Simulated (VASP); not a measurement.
Here is a VASP 6.6.1 calculation.

Contents of INCAR:

```
PREC = Accurate
ENCUT = 520
EDIFF = 1E-6
ISMEAR = 0
SIGMA = 0.1
LREAL = False
LASPH = True
NELM = 100
ALGO = Normal
ISIF = 2
LWAVE = False
LCHARG = True
GGA = PS
LELF = True
LVHAR = True
NBANDS = 36
```

The input KPOINTS:

```
Automatic mesh
0
Gamma
  6 6 2
```

File POSCAR:

```
W
1.0
    2.7588444150      0.0000000000      0.0000000000
   -1.3794222075      2.3892293485      0.0000000000
    0.0000000000      0.0000000000      9.7523701174
W
4
Direct
    0.0000000000      0.0000000000      0.0000000000
    0.0000000000      0.0000000000      0.5000000000
    0.3333333333      0.6666666667      0.7500000000
    0.6666666667      0.3333333333      0.2500000000
```

Potentials or basis: VASP PAW PBE potentials, release 64 (W_sv).

Run with:

```bash
$ cat potpaw_PBE.64/W_sv/POTCAR > POTCAR
$ mpirun -np 1 vasp_std > vasp.out
```

(1) What does it give for the pressure?

(2) Predict the band gap on the k mesh.

Results:

(1) 0.7 GPa.

(2) zero (band 28 reaches 12.27 eV, above the bottom of band 29 at 10.52 eV).

Caveat: the k points lie up to 0.44 Å⁻¹ apart; the PAW data sets were made with another functional, which shifts forces and pressure a little; spin-orbit coupling is left out, which moves the levels of the heavy elements.
